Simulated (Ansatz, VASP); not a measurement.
Two plane-wave programs on Te

```
Te
1.0
     4.20790    0.00000    0.00000
    -2.10395    3.64415    0.00000
     0.00000    0.00000    5.94875
Te
3
Direct
  0.28447 0.00000 0.33333
  0.00000 0.28447 0.66667
  0.71553 0.71553 0.00000
```

Change from the starting cell: biaxial_xy strain -5.9%.

Alike in both runs: task single point; functional PBE; k mesh 6 × 6 × 4; occupations fermi-dirac, width 0.02 eV; no spin polarisation.

|  | VASP | Ansatz |
| --- | --- | --- |
| version | VASP 6.6.1 | Ansatz 0.2.0 |
| potentials or method | VASP PAW PBE potentials, release 64 (Te) | plane waves, PAW |
| plane-wave cutoff (eV) | 520 | 420 |
| valence electrons in the cell | 18 | 48 |

Ansatz gave:

```
pressure (GPa)                                                : 5.7
traceless stress, the component that is largest in VASP (GPa) : 0.44
rms of the force components (eV/Å)                            : 0.097
```

**Question.** Estimate VASP's values.

**Answer.** Pressure (GPa): 5.7; traceless stress, the component that is largest in VASP (GPa): 0.47; rms of the force components (eV/Å): 0.103.

Atom by atom the forces differ by 0.007 eV/Å (rms over components). With one functional, cell and mesh, what is left measures potentials, basis and numerics. VASP's potentials hold 18 valence electrons a cell and Ansatz's 48, so a difference there can come from the potentials and not from the codes.

Spin-orbit coupling is off throughout.
